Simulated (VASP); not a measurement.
# Co (P6_3/mmc) in VASP: a series of runs

Co is run at these levels: PBE; tasks: single point.

Everything below comes from runs of VASP 6.6.1. Logs are shortened: lines on timing, memory, paths and dates and some standing lists are left out, and cuts for length are marked.

## (1) The cell of the first run

It takes space group P6_3/mmc (No. 194, hexagonal). The conventional cell has a = 2.404 Å, b = 2.404 Å, c = 7.797 Å, α = 90.00°, β = 90.00°, γ = 120.00°. Co (site symmetry -6m2) has 12 Co at 2.39 to 2.40 Å within 3.2 Å. Within 3.2 Å of Co (site symmetry -3m) lie 12 Co at 2.39 to 2.40 Å.

## (2) Single point, PBE, collinear spin, ferromagnetic start

Contents of INCAR:

```
SYSTEM = Co
  PREC = Accurate
  ENCUT = 520
  EDIFF = 1E-7
  ISMEAR = -1
  SIGMA = 0.05
  LREAL = .False.
  LASPH = .True.
  NELM = 150
  ALGO = Fast
  ISIF = 2
  LWAVE = .False.
  LCHARG = .True.
  ISPIN = 2
  MAGMOM = 2 2 2 2
  LORBIT = 11
  LMAXMIX = 4
  GGA = PE
  LELF = .True.
  LVHAR = .True.
  NBANDS = 30
```

Contents of KPOINTS:

```
Automatic mesh
0
Gamma
  12 12 4
  0 0 0
```

Contents of POSCAR:

```
Co
1.0
    2.4040595830      0.0000000000      0.0000000000
   -1.2020297915      2.0819766710      0.0000000000
    0.0000000000      0.0000000000      7.7966464916
Co
4
Direct
    0.6666666667      0.3333333333      0.7500000000
    0.0000000000      0.0000000000      0.5000000000
    0.3333333333      0.6666666667      0.2500000000
    0.0000000000      0.0000000000      0.0000000000
```

Potentials or basis: VASP PAW PBE potentials, release 64 (Co).

Launch:

```sh
cat potpaw_PBE.64/Co/POTCAR > POTCAR
mpirun -np 1 vasp_std > vasp.out
```

OUTCAR:

```text
SYSTEM = Co
   PREC = Accurate
   ENCUT = 520
   EDIFF = 1E-7
   ISMEAR = -1
   LREAL = .False.
   LASPH = .True.
   NELM = 150
   ISIF = 2
   ISPIN = 2
   LORBIT = 11
   GGA = PE

 ion  position               nearest neighbor table
   1  0.667  0.333  0.750-   2 2.39   4 2.39   2 2.39   4 2.39   2 2.39   4 2.39
   2  0.000  0.000  0.500-   1 2.39   3 2.39   3 2.39   1 2.39   1 2.39   3 2.39
   3  0.333  0.667  0.250-   2 2.39   4 2.39   2 2.39   4 2.39   2 2.39   4 2.39
   4  0.000  0.000  0.000-   1 2.39   3 2.39   3 2.39   1 2.39   1 2.39   3 2.39

  LATTYP: Found a hexagonal cell.
 ALAT       =     2.4040595830
 C/A-ratio  =     3.2431169954

  Lattice vectors:

 A1 = (   2.4040595830,   0.0000000000,   0.0000000000)
 A2 = (  -1.2020297915,   2.0819766710,   0.0000000000)
 A3 = (   0.0000000000,   0.0000000000,   7.7966464916)

Analysis of symmetry for initial positions (statically):
=====================================================================
 Subroutine PRICEL returns:
 Original cell was already a primitive cell.

 Routine SETGRP: Setting up the symmetry group for a
 hexagonal supercell.

 Subroutine GETGRP returns: Found 24 space group operations
 (whereof 12 operations were pure point group operations)
 out of a pool of 24 trial point group operations.

The static configuration has the point symmetry D_3d.
 The point group associated with its full space group is D_6h.

Analysis of symmetry for dynamics (positions and initial velocities):
=====================================================================
 Subroutine PRICEL returns:
 Original cell was already a primitive cell.

 Routine SETGRP: Setting up the symmetry group for a
 hexagonal supercell.

 Subroutine GETGRP returns: Found 24 space group operations
 (whereof 12 operations were pure point group operations)
 out of a pool of 24 trial point group operations.

The dynamic configuration has the point symmetry D_3d.
 The point group associated with its full space group is D_6h.

Analysis of structural, dynamic, and magnetic symmetry:
=====================================================================
 Subroutine PRICEL returns:
 Original cell was already a primitive cell.

 Routine SETGRP: Setting up the symmetry group for a
 hexagonal supercell.

 Subroutine GETGRP returns: Found 24 space group operations
 (whereof 12 operations were pure point group operations)
 out of a pool of 24 trial point group operations.

The overall configuration has the point symmetry D_3d.
 The point group associated with its full space group is D_6h.

 Subroutine INISYM returns: Found 24 space group operations
 (whereof 12 operations are pure point group operations),
 and found     1 'primitive' translations

----------------------------------------------------------------------------------------

                                     Primitive cell

  volume of cell :      39.0237

  direct lattice vectors                    reciprocal lattice vectors
     2.404059583  0.000000000  0.000000000     0.415963068  0.240156389  0.000000000
    -1.202029791  2.081976671  0.000000000     0.000000000  0.480312779  0.000000000
     0.000000000  0.000000000  7.796646492     0.000000000  0.000000000  0.128260272

  length of vectors
     2.404059583  2.404059583  7.796646492     0.480312779  0.480312779  0.128260272

  position of ions in fractional coordinates (direct lattice)
     0.666666667  0.333333333  0.750000000
     0.000000000  0.000000000  0.500000000
     0.333333333  0.666666667  0.250000000
     0.000000000  0.000000000  0.000000000

  ion indices of the primitive-cell ions
   primitive index   ion index
                 1           1
                 2           2
                 3           3
                 4           4

----------------------------------------------------------------------------------------

 KPOINTS: Automatic mesh

Automatic generation of k-mesh.
 Grid dimensions read from file:
 generate k-points for:   12   12    4

 Generating k-lattice:

  Cartesian coordinates                     Fractional coordinates (reciprocal lattice)
     0.034663589  0.020013032  0.000000000     0.083333333  0.000000000  0.000000000
     0.000000000  0.040026065  0.000000000     0.000000000  0.083333333  0.000000000
     0.000000000  0.000000000  0.032065068     0.000000000  0.000000000  0.250000000

  Length of vectors
     0.040026065  0.040026065  0.032065068

  Shift w.r.t. Gamma in fractional coordinates (k-lattice)
     0.000000000  0.000000000  0.000000000

 Subroutine IBZKPT returns following result:
 ===========================================

 Found     57 irreducible k-points:

 Following reciprocal coordinates:
            Coordinates               Weight
  0.000000  0.000000  0.000000      1.000000
  0.083333  0.000000  0.000000      6.000000
  0.166667 -0.000000  0.000000      6.000000
  0.250000 -0.000000  0.000000      6.000000
  0.333333  0.000000  0.000000      6.000000
  0.416667  0.000000  0.000000      6.000000
[... 16 lines left out ...]
  0.250000 -0.000000  0.250000     12.000000
  0.333333  0.000000  0.250000     12.000000
 [... further k-points ...]
   k-points           NKPTS =     57   k-points in BZ     NKDIM =     57   number of bands    NBANDS=     30
   number of dos      NEDOS =    301   number of ions     NIONS =      4
   total plane-waves  NPLWV =  19440
   dimension x,y,z NGX =    18 NGY =   18 NGZ =   60
   dimension x,y,z NGXF=    36 NGYF=   36 NGZF=  120
   ions per type =               4
   NGX,Y,Z   is equivalent  to a cutoff of  12.45, 12.45, 12.79 a.u.
   NGXF,Y,Z  is equivalent  to a cutoff of  24.89, 24.89, 25.59 a.u.
 SYSTEM =  Co
   PREC   = accura    normal or accurate (medium, high low for compatibility)
   ISTART =      0    job   : 0-new  1-cont  2-samecut
   ICHARG =      2    charge: 1-file 2-atom 10-const
   ISPIN  =      2    spin polarized calculation?
   LNONCOLLINEAR =      F non collinear calculations
   LSORBIT =      F    spin-orbit coupling
   LASPH  =      T    aspherical Exc in radial PAW
   ENCUT  =  520.0 eV  38.22 Ry    6.18 a.u.   4.47  4.47 14.50*2*pi/ulx,y,z
   NELM   =    150;   NELMIN=  2; NELMDL= -5     # of ELM steps
   EDIFF  = 0.1E-06   stopping-criterion for ELM
   LREAL  =      F    real-space projection
   EDIFFG = 0.1E-05   stopping-criterion for IOM
   NSW    =      0    number of steps for IOM
   IBRION =     -1    ionic relax: 0-MD 1-quasi-New 2-CG
   NFREE  =      0    steps in history (QN), initial steepest desc. (CG)
   ISIF   =      2    stress and relaxation
   ISYM   =      2    0-nonsym 1-usesym 2-fastsym
   POTIM  = 0.5000    time-step for ionic-motion
   TEBEG  =    0.0;   TEEND  =   0.0 temperature during run
   PSTRESS=    0.0 pullay stress
   NELECT =      36.0000    total number of electrons
   NUPDOWN=      -1.0000    fix difference up-down
   EMIN   =  10.00;   EMAX   =-10.00  energy-range for DOS
   EFERMI =   0.00;   METHOD = LEGACY
   ISMEAR =    -1;   SIGMA  =   0.05  broadening in eV -4-tet -1-fermi 0-gaus
   EFERMI_NEDOS =   21; number of points for ismear=-14 and -15
   IALGO  =     68    algorithm
   IMIX   =      4    mixing-type and parameters
     AMIX     =   0.40;   BMIX     =  1.00
     AMIX_MAG =   1.60;   BMIX_MAG =  1.00
  volume/ion in A,a.u.               =       9.76        65.84
  Fermi-wavevector in a.u.,A,eV,Ry     =   1.593674  3.011606 34.556012  2.539795
  Thomas-Fermi vector in A             =   2.691867
   LORBIT       =     11    0 simple, 1 ext, 2 COOP (PROOUT), +10 PAW based schemes
   GGA     = PE    functional components
   LHFCALC =     F    Hartree Fock is set to
   AEXX    =    0.0000 exact exchange contribution
   IVDW    =     0    specifies the selected vdW correction
   LEPSILON=     F    determine dielectric tensor
   LRPA    =     F    only Hartree local field effects (RPA)
 spin polarized calculation
 RMM-DIIS sequential band-by-band and
  energy-cutoff  :      520.00
  volume of cell :       39.02
 maximum number of plane-waves:      1079
 NGX is ok and might be reduce to    18
   NGX =  9   NGY =  9   NGZ = 29

 number of electron      36.0000034 magnetization       6.1093487

 Free energy of the ion-electron system (eV)
  ---------------------------------------------------
  ext. energy  EPLUGINS =         0.00000000
  ---------------------------------------------------
  free energy    TOTEN  =       -27.77048521 eV

  energy without entropy =      -27.73851641  energy(sigma->0) =      -27.75450081

 E-fermi :  11.9035     XC(G=0): -14.0418

 val. band max:       11.8849030941   @ k =   0.2500   0.1667   0.2500
 cond. band min:      11.9065110174   @ k =   0.2500  -0.0000   0.0000
 fundamental gap:      0.0216079233
 Fermi energy:        11.9035340125

 spin component 1

 k-point     1 :       0.0000    0.0000    0.0000
  band No.  band energies     occupation
      1       2.2946      1.00000
      2       4.6746      1.00000
      3       4.6981      1.00000
      4       6.2104      1.00000
      5       8.6954      1.00000
      6       8.7308      1.00000
[... 781 lines left out ...]
     29      27.8995      0.00000
     30      28.6475      0.00000

 [... further k-points ...]

 spin component 2

 k-point     1 :       0.0000    0.0000    0.0000
  band No.  band energies     occupation
      1       2.3221      1.00000
      2       4.7895      1.00000
      3       4.7927      1.00000
      4       7.0826      1.00000
      5       9.9423      1.00000
      6      10.0028      1.00000
[... 781 lines left out ...]
     29      28.2683      0.00000
     30      29.0550      0.00000

 [... further k-points ...]

------------------------ aborting loop because EDIFF is reached ----------------------------------------

  FORCE on cell =-STRESS in cart. coord.  units (eV):
  Direction    XX          YY          ZZ          XY          YZ          ZX
  --------------------------------------------------------------------------------------
  -------------------------------------------------------------------------------------
  Total        6.9374051      6.9374051      6.9698513     -0.0000000      0.0000000      0.0000000
  in kB      284.8253931    284.8253930    286.1575227     -0.0000000      0.0000000      0.0000000
  external PRESSURE =     285.2694363 kB  Pullay stress =       0.0000000 kB

 VOLUME and BASIS-vectors are now :
 -----------------------------------------------------------------------------
  energy-cutoff  :      520.00
  volume of cell :       39.02
      direct lattice vectors                 reciprocal lattice vectors
     2.404059583  0.000000000  0.000000000     0.415963068  0.240156389  0.000000000
    -1.202029791  2.081976671  0.000000000     0.000000000  0.480312779  0.000000000
     0.000000000  0.000000000  7.796646492     0.000000000  0.000000000  0.128260272

 POSITION                                       TOTAL-FORCE (eV/Angst)
 -----------------------------------------------------------------------------------
      1.20203      0.69399      5.84748         0.000000      0.000000      0.000000
      0.00000      0.00000      3.89832        -0.000000      0.000000      0.000000
     -0.00000      1.38798      1.94916        -0.000000      0.000000     -0.000000
      0.00000      0.00000      0.00000        -0.000000      0.000000      0.000000
 -----------------------------------------------------------------------------------
    total drift:                                0.000000     -0.000000      0.000000

  FREE ENERGIE OF THE ION-ELECTRON SYSTEM (eV)
  ---------------------------------------------------
  free  energy   TOTEN  =       -27.7704852052 eV

  energy  without entropy=      -27.7385164108  energy(sigma->0) =      -27.75450081

 total charge

# of ion       s       p       d       tot
------------------------------------------
    1        0.537   0.624   7.340   8.500
    2        0.537   0.620   7.348   8.505
    3        0.537   0.624   7.340   8.500
    4        0.537   0.620   7.348   8.505
--------------------------------------------------
tot          2.148   2.488  29.376  34.012

 magnetization (x)

# of ion       s       p       d       tot
------------------------------------------
    1       -0.015  -0.053   1.606   1.537
    2       -0.016  -0.050   1.580   1.514
    3       -0.015  -0.053   1.606   1.537
    4       -0.016  -0.050   1.580   1.514
--------------------------------------------------
tot         -0.062  -0.207   6.372   6.103
```

Wall time 4.7 min (1 thread of Intel Xeon 8259CL, shared host); peak memory 0.22 GiB.

What came out:

```yaml
Free_energy: -27.7705 eV
Pressure: 28.5 GPa
Net_moment: 6.11 μB per cell
Site_moments: Co +1.54, +1.51 (each value once) μB
Valence_electrons_inside_the_program's_atomic_spheres: Co 8.50, 8.51 (each value once)
```

Caveat: the cell stands under pressure.

(Continued in part 2 of 2.)
